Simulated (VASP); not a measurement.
Set up this calculation in VASP 6.6.1, as the native input.

| Property | Result |
| --- | --- |
| Task | relaxation of cell and atoms |
| Functional | PBE |
| Potentials or basis | VASP PAW PBE potentials, release 64 (Pb_d, S) |
| Cutoff | 500 eV |
| k mesh | 6 × 6 × 6 |
| Occupations | fermi-dirac, width 0.1 eV |
| Spin | no spin polarisation |
| Target pressure | 40 GPa |
| Dipole correction | no |
| Further INCAR settings | ALGO = Normal; EDIFF = 1e-07; IBRION = 2; EDIFFG = -0.01; NSW = 80; ISIF = 3 |

The structure of PbS lies in POSCAR:

```
PbS
1.0
    0.0000000000      2.9657500000      2.9657500000
    2.9657500000      0.0000000000      2.9657500000
    2.9657500000      2.9657500000      0.0000000000
Pb S
1 1
Direct
    0.0000000000      0.0000000000      0.0000000000
    0.5000000000      0.5000000000      0.5000000000
```

One way to write it, as run:

INCAR

```
PREC = Accurate
ENCUT = 500
EDIFF = 1E-7
ISMEAR = -1
SIGMA = 0.1
LREAL = F
LASPH = T
NELM = 120
ALGO = Normal
ISIF = 3
LWAVE = F
LCHARG = F
GGA = PE
IBRION = 2
NSW = 80
EDIFFG = -0.01
PSTRESS = 400.0
GGA_COMPAT = F
NELMIN = 4
```

KPOINTS

```
regular mesh
0
Gamma
  6 6 6
```

Potentials or basis: VASP PAW PBE potentials, release 64 (Pb_d, S).

The run is started by

```bash
$ cat potpaw_PBE.64/Pb_d/POTCAR potpaw_PBE.64/S/POTCAR > POTCAR
$ mpirun -np 1 vasp_std > vasp.out
```

Results of the run:

- Relaxed volume: 18.86 Å³/atom
- Relaxed cell: a = 3.764 Å, b = 3.764 Å, c = 3.764 Å, α = 60.00°, β = 60.00°, γ = 60.00°
- Space group after relaxing (to 0.1 Å): Fm-3m (No. 225)
- Energy change on relaxing (the run minimises the enthalpy): +739.5 meV/atom
- Ionic steps: 17
- Pressure after relaxing: 40.0 GPa
- Band gap on the k mesh: 1.44 eV (least direct gap 1.48 eV)

Caveat: the cell is relaxed towards a set pressure, so the run minimises the enthalpy, not the energy; the volume moved by over 15 % at a fixed basis, so the end points are rough; spin-orbit coupling is left out, which moves the levels of the heavy elements.

Wall time 59 s on 1 thread of Intel(R) Xeon(R) 6975P-C (Granite Rapids) (shared host), peak memory 0.19 GiB.
